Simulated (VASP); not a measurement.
# TaN (P-6m2) in VASP: notebook, part 2 of 2

VASP 6.6.1. The steps go on from the part before.

## Step 3: Electric field gradients, LDA (10.13 Å³/atom)

This run uses another cell than the first one, of 10.13 Å³/atom.

Input file INCAR:

```
SYSTEM = TaN
PREC = Accurate
ENCUT = 520
EDIFF = 1E-8
ISMEAR = -1
SIGMA = 0.02
LREAL = .FALSE.
LASPH = .TRUE.
NELM = 120
ALGO = Normal
ISIF = 2
LWAVE = .FALSE.
LCHARG = .FALSE.
LEFG = .TRUE.
NBANDS = 16
GGA_COMPAT = .FALSE.
```

Input file KPOINTS:

```
Automatic mesh
0
G
  12 12 10
  0 0 0
```

Input file POSCAR:

```
TaN
1.0
    2.8780228691      0.0000000000      0.0000000000
   -1.4390114346      2.4924409174      0.0000000000
    0.0000000000      0.0000000000      2.8241467514
Ta N
1 1
Direct
    0.3333333333      0.6666666667      0.5000000000
    0.0000000000      0.0000000000      0.0000000000
```

Potentials or basis: VASP PAW LDA potentials, release 64 (Ta_sv_GW, N).

The run is started by

```
> cat potpaw_LDA.64/Ta_sv_GW/POTCAR potpaw_LDA.64/N/POTCAR > POTCAR
> mpirun -np 1 vasp_std > vasp.out
```

OUTCAR:

```text
SYSTEM = TaN
   PREC = Accurate
   ENCUT = 520
   EDIFF = 1E-8
   ISMEAR = -1
   LREAL = .FALSE.
   LASPH = .TRUE.
   NELM = 120
   ISIF = 2

 ion  position               nearest neighbor table
   1  0.333  0.667  0.500-   2 2.18   2 2.18   2 2.18   2 2.18   2 2.18   2 2.18
   2  0.000  0.000  0.000-   1 2.18   1 2.18   1 2.18   1 2.18   1 2.18   1 2.18

  LATTYP: Found a hexagonal cell.
 ALAT       =     2.8780228691
 C/A-ratio  =     0.9812801634

  Lattice vectors:

 A1 = (   2.8780228691,   0.0000000000,   0.0000000000)
 A2 = (  -1.4390114346,   2.4924409174,   0.0000000000)
 A3 = (   0.0000000000,   0.0000000000,   2.8241467514)

Analysis of symmetry for initial positions (statically):
=====================================================================
 Subroutine PRICEL returns:
 Original cell was already a primitive cell.

 Routine SETGRP: Setting up the symmetry group for a
 hexagonal supercell.

 Subroutine GETGRP returns: Found 12 space group operations
 (whereof 12 operations were pure point group operations)
 out of a pool of 24 trial point group operations.

The static configuration has the point symmetry D_3h.

Analysis of symmetry for dynamics (positions and initial velocities):
=====================================================================
 Subroutine PRICEL returns:
 Original cell was already a primitive cell.

 Routine SETGRP: Setting up the symmetry group for a
 hexagonal supercell.

 Subroutine GETGRP returns: Found 12 space group operations
 (whereof 12 operations were pure point group operations)
 out of a pool of 24 trial point group operations.

The dynamic configuration has the point symmetry D_3h.

 Subroutine INISYM returns: Found 12 space group operations
 (whereof 12 operations are pure point group operations),
 and found     1 'primitive' translations

----------------------------------------------------------------------------------------

                                     Primitive cell

  volume of cell :      20.2585

  direct lattice vectors                    reciprocal lattice vectors
     2.878022869  0.000000000  0.000000000     0.347460755  0.200606561  0.000000000
    -1.439011435  2.492440917  0.000000000     0.000000000  0.401213121  0.000000000
     0.000000000  0.000000000  2.824146751     0.000000000  0.000000000  0.354089248

  length of vectors
     2.878022869  2.878022869  2.824146751     0.401213121  0.401213121  0.354089248

  position of ions in fractional coordinates (direct lattice)
     0.333333333  0.666666667  0.500000000
     0.000000000  0.000000000  0.000000000

  ion indices of the primitive-cell ions
   primitive index   ion index
                 1           1
                 2           2

----------------------------------------------------------------------------------------

 KPOINTS: Automatic mesh

Automatic generation of k-mesh.
 Grid dimensions read from file:
 generate k-points for:   12   12   10

 Generating k-lattice:

  Cartesian coordinates                     Fractional coordinates (reciprocal lattice)
[... 64 lines left out ...]
   IBRION =     -1    ionic relax: 0-MD 1-quasi-New 2-CG
   NFREE  =      0    steps in history (QN), initial steepest desc. (CG)
   ISIF   =      2    stress and relaxation
   ISYM   =      2    0-nonsym 1-usesym 2-fastsym
   POTIM  = 0.5000    time-step for ionic-motion
   TEBEG  =    0.0;   TEEND  =   0.0 temperature during run
   PSTRESS=    0.0 pullay stress
   NELECT =      18.0000    total number of electrons
   NUPDOWN=      -1.0000    fix difference up-down
   EMIN   =  10.00;   EMAX   =-10.00  energy-range for DOS
   EFERMI =   0.00;   METHOD = LEGACY
   ISMEAR =    -1;   SIGMA  =   0.02  broadening in eV -4-tet -1-fermi 0-gaus
   EFERMI_NEDOS =   21; number of points for ismear=-14 and -15
   IALGO  =     38    algorithm
   IMIX   =      4    mixing-type and parameters
     AMIX     =   0.40;   BMIX     =  1.00
     AMIX_MAG =   1.60;   BMIX_MAG =  1.00
  volume/ion in A,a.u.               =      10.13        68.36
  Fermi-wavevector in a.u.,A,eV,Ry     =   1.573851  2.974147 33.701715  2.477006
  Thomas-Fermi vector in A             =   2.675073
   LORBIT       =      0    0 simple, 1 ext, 2 COOP (PROOUT), +10 PAW based schemes
   GGA     = CA    functional components
   LHFCALC =     F    Hartree Fock is set to
   AEXX    =    0.0000 exact exchange contribution
   IVDW    =     0    specifies the selected vdW correction
   LEPSILON=     F    determine dielectric tensor
   LRPA    =     F    only Hartree local field effects (RPA)
 non-spin polarized calculation
  energy-cutoff  :      520.00
  volume of cell :       20.26
 maximum number of plane-waves:       562
 NGX is ok and might be reduce to    24
   NGX = 11   NGY = 11   NGZ = 11

 number of electron      18.0000001 magnetization

 Free energy of the ion-electron system (eV)
  ---------------------------------------------------
  ext. energy  EPLUGINS =         0.00000000
  ---------------------------------------------------
  free energy    TOTEN  =       -27.19742993 eV

  energy without entropy =      -27.19733088  energy(sigma->0) =      -27.19738041

 E-fermi :  13.1476     XC(G=0): -14.3354

 val. band max:       13.0096488685   @ k =   0.0000   0.0000   0.4000
 cond. band min:      13.1872613721   @ k =   0.0833  -0.0000   0.5000
 fundamental gap:      0.1776125037
 Fermi energy:        13.1475988907

 k-point     1 :       0.0000    0.0000    0.0000
  band No.  band energies     occupation
      1     -54.8776      2.00000
      2     -21.3946      2.00000
      3     -21.0982      2.00000
      4     -21.0982      2.00000
      5      -4.9263      2.00000
      6       8.2325      2.00000
[... 433 lines left out ...]
      3     -21.3624      2.00000
      4     -21.3076      2.00000
      5      -2.9757      2.00000
      6       5.1958      2.00000
[... 8 lines left out ...]
     15      26.7643      0.00000
     16      29.9549      0.00000

 [... further k-points ...]
[... 5 lines left out ...]
  --------------------------------------------------------------------------------------
  -------------------------------------------------------------------------------------
  Total        1.5891929      1.5891929      1.7716465     -0.0000000      0.0000000     -0.0000000
  in kB      125.6842378    125.6842378    140.1139177     -0.0000000      0.0000000     -0.0000000
  external PRESSURE =     130.4941311 kB  Pullay stress =       0.0000000 kB

 VOLUME and BASIS-vectors are now :
 -----------------------------------------------------------------------------
  energy-cutoff  :      520.00
  volume of cell :       20.26
      direct lattice vectors                 reciprocal lattice vectors
     2.878022869  0.000000000  0.000000000     0.347460755  0.200606561  0.000000000
    -1.439011435  2.492440917  0.000000000     0.000000000  0.401213121  0.000000000
     0.000000000  0.000000000  2.824146751     0.000000000  0.000000000  0.354089248

 POSITION                                       TOTAL-FORCE (eV/Angst)
 -----------------------------------------------------------------------------------
     -0.00000      1.66163      1.41207         0.000000      0.000000      0.000000
      0.00000      0.00000      0.00000         0.000000     -0.000000      0.000000
 -----------------------------------------------------------------------------------
    total drift:                                0.000000     -0.000000     -0.000000

  FREE ENERGIE OF THE ION-ELECTRON SYSTEM (eV)
  ---------------------------------------------------
  free  energy   TOTEN  =       -27.1974299325 eV

  energy  without entropy=      -27.1973308786  energy(sigma->0) =      -27.19738041

 Electric field gradients (V/A^2)
---------------------------------------------------------------------
 ion       V_xx      V_yy      V_zz      V_xy      V_xz      V_yz
---------------------------------------------------------------------
   1     -12.778   -12.778    25.556    -0.000     0.000    -0.000
   2       0.512     0.511    -1.022    -0.001     0.000     0.000
---------------------------------------------------------------------

 Electric field gradients after diagonalization (V/A^2)
 (convention: |V_zz| > |V_xx| > |V_yy|)
----------------------------------------------------------------------
 ion       V_xx      V_yy      V_zz     asymmetry (V_yy - V_xx)/ V_zz
----------------------------------------------------------------------
   1     -12.779   -12.778    25.556       0.000
   2       0.512     0.510    -1.022       0.002
----------------------------------------------------------------------

           NMR quadrupolar parameters

 Cq : quadrupolar parameter    Cq=e*Q*V_zz/h
 eta: asymmetry parameters     (V_yy - V_xx)/ V_zz
 Q  : nuclear electric quadrupole moment in mb (millibarn)
----------------------------------------------------------------------
 ion       Cq(MHz)       eta       Q (mb)
----------------------------------------------------------------------
   1       0.062       0.000       1.000
   2      -0.002       0.002       1.000
----------------------------------------------------------------------
```

OSZICAR:

```text
N       E                     dE             d eps       ncg     rms          rms(c)
DAV:   1     0.976681029866E+02    0.97668E+02   -0.11304E+04  3672   0.115E+03
DAV:   2    -0.262599760515E+02   -0.12393E+03   -0.12006E+03  5048   0.298E+02
DAV:   3    -0.306681547913E+02   -0.44082E+01   -0.44035E+01  4336   0.507E+01
DAV:   4    -0.307821997755E+02   -0.11404E+00   -0.11404E+00  5040   0.569E+00
DAV:   5    -0.307865406892E+02   -0.43409E-02   -0.43409E-02  4360   0.865E-01    0.603E+01
DAV:   6    -0.273677346696E+02    0.34188E+01   -0.70852E+00  3848   0.230E+01    0.608E+01
DAV:   7    -0.272478820506E+02    0.11985E+00   -0.39728E-01  3984   0.491E+00    0.259E+01
DAV:   8    -0.272000251291E+02    0.47857E-01   -0.10205E-01  4528   0.247E+00    0.608E+00
DAV:   9    -0.271976267797E+02    0.23983E-02   -0.56576E-03  4680   0.716E-01    0.320E-01
DAV:  10    -0.271974441393E+02    0.18264E-03   -0.12874E-03  3904   0.356E-01    0.169E-01
DAV:  11    -0.271974330721E+02    0.11067E-04   -0.54009E-05  4288   0.743E-02    0.126E-01
DAV:  12    -0.271974300012E+02    0.30709E-05   -0.63405E-06  4328   0.223E-02    0.184E-02
DAV:  13    -0.271974299397E+02    0.61496E-07   -0.54381E-07  4520   0.614E-03    0.185E-03
DAV:  14    -0.271974299325E+02    0.72489E-08   -0.23359E-08  3968   0.124E-03
   1 F= -.27197430E+02 E0= -.27197380E+02  d E =-.990539E-04
```

Run time: 12 s. Hardware: 1 thread of Intel Xeon 6975P-C (Granite Rapids), shared host; peak memory 0.16 GiB.

Results:

```
Free energy                             : -27.1974 eV
Pressure                                : 13.0 GPa
Band gap on the k mesh                  : zero (bands 9 and 10 overlap by 0.53 eV)
Largest electric field gradient by atom : Ta +25.6; N -1.0 V/Å²
```

Electric field gradients, principal values (V/Å²):
```
atom    least   middle  greatest (by size)
1 Ta  -12.778  -12.779              25.556
 2 N    0.510    0.512              -1.022
```

Caveat: the cell stands under pressure; without QUAD_EFG the Cq values of the log hold for a quadrupole moment of 1 mb, not for the nuclei; spin-orbit coupling is left out, which moves the levels of the heavy elements.

The gap in the log of VASP goes by the Fermi energy; the results here count the filled bands.